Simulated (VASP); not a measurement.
Runs of VASP 6.6.1 on KI. The structure is that of space group Fm-3m (No. 225), or close to it. The cells are those of the table. 

| level | cell | k mesh | gap on the mesh (eV) | pressure (GPa) |
| --- | --- | --- | --- | --- |
| PBE | a = 4.985, b = 4.985, c = 4.937 Å, angles 60.3, 60.3, 59.4°, 2 atoms | 4 × 4 × 4 | 4.00 | (c) |
| PBE | a = 5.012 Å, angles 60.0°, 2 atoms | 4 × 4 × 4 | 3.94 | 0.5 |
| PBE | a = 4.975, b = 4.975, c = 5.012 Å, angles 59.8, 59.8, 60.5°, 2 atoms | 4 × 4 × 4 | 3.97 | 0.7 |
| r2SCAN | a = 4.975, b = 4.975, c = 5.012 Å, angles 59.8, 59.8, 60.5°, 2 atoms | 6 × 6 × 6 | (b) | 0.2 |
| PBE | a = 4.996 Å, angles 60.9°, 2 atoms | 4 × 4 × 4 | (a) | 0.4 |

Alike in all rows: task single point; potentials or basis VASP PAW PBE potentials, release 64 (K_sv, I); no spin polarisation; cutoff (eV) 520; smearing gaussian 0.01 eV.

Problem. Estimate the missing entries.

Solution. (a) 3.88; (b) 4.62; (c) 0.9.

Caveats: spin-orbit coupling is left out, which moves the levels of the heavy elements; the PAW data sets were made with another functional, which shifts forces and pressure a little (some runs).

A k mesh can miss the band edges, and the runs leave out spin-orbit coupling on I.
